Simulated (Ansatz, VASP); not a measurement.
## BP: VASP beside Ansatz

Contents of INCAR:

```
PREC     = Accurate       # precision mode
ENCUT    = 500            # plane-wave cutoff, eV
EDIFF    = 1E-6           # SCF threshold, eV
ISMEAR   = 0              # smearing method
SIGMA    = 0.02           # smearing width, eV
LREAL    = F              # projectors in reciprocal space
LASPH    = T              # aspherical terms in the spheres
NELM     = 120            # most SCF steps
ALGO     = Normal         # electronic algorithm
ISIF     = 2              # what is computed and relaxed
LWAVE    = F              # write WAVECAR
LCHARG   = F              # write CHGCAR
GGA      = PE             # functional
NBANDS   = 11             # bands
GGA_COMPAT= F
```

File KPOINTS:

```
regular mesh
0
Gamma
  10 10 10
```

File POSCAR:

```
BP
1.0
    0.0000000000      2.2276512419      2.2276512419
    2.2276512419      0.0000000000      2.2276512419
    2.2276512419      2.2276512419      0.0000000000
B P
1 1
Direct
    0.0000000000      0.0000000000      0.0000000000
    0.2500000000      0.2500000000      0.2500000000
```

Input for Ansatz:

```yaml
crystal:
  lattice:
    - [0.0, 2.2276512419, 2.2276512419]
    - [2.2276512419, 0.0, 2.2276512419]
    - [2.2276512419, 2.2276512419, 0.0]
  atoms:
    - { symbol: B, position: [0.0, 0.0, 0.0] }
    - { symbol: P, position: [0.25, 0.25, 0.25] }
basis: {}
kpoints:
  mp_grid: { grid: [10, 10, 10] }
hamiltonian:
  xc: pbe
  pseudopotentials: { kind: all_electron, lapw: {} }
scf:
  occupations: { method: gaussian, width: 0.02 }
output:
  forces: true
  stress: true
  eigenvalues: true
```

Alike in both runs: task single point; functional PBE; k mesh 10 × 10 × 10; occupations gaussian, width 0.02 eV; no spin polarisation.

```csv
,VASP,Ansatz
version,VASP 6.6.1,Ansatz 0.2.0
potentials or method,"VASP PAW PBE potentials, release 64 (B, P), cutoff 500 eV","scalar-relativistic, all-electron LAPW"
```

|  | VASP | Ansatz | Ansatz less VASP |
| --- | --- | --- | --- |
| gap on the k mesh at the Fermi level (eV) | 1.16 | 1.17 | +0.008 |
| least direct gap on the mesh (eV) | 3.49 | 3.50 | +0.007 |
| pressure (GPa) | 11.0 | 11.2 | +0.23 |

Ansatz ran all-electron here, and VASP with PAW potentials.
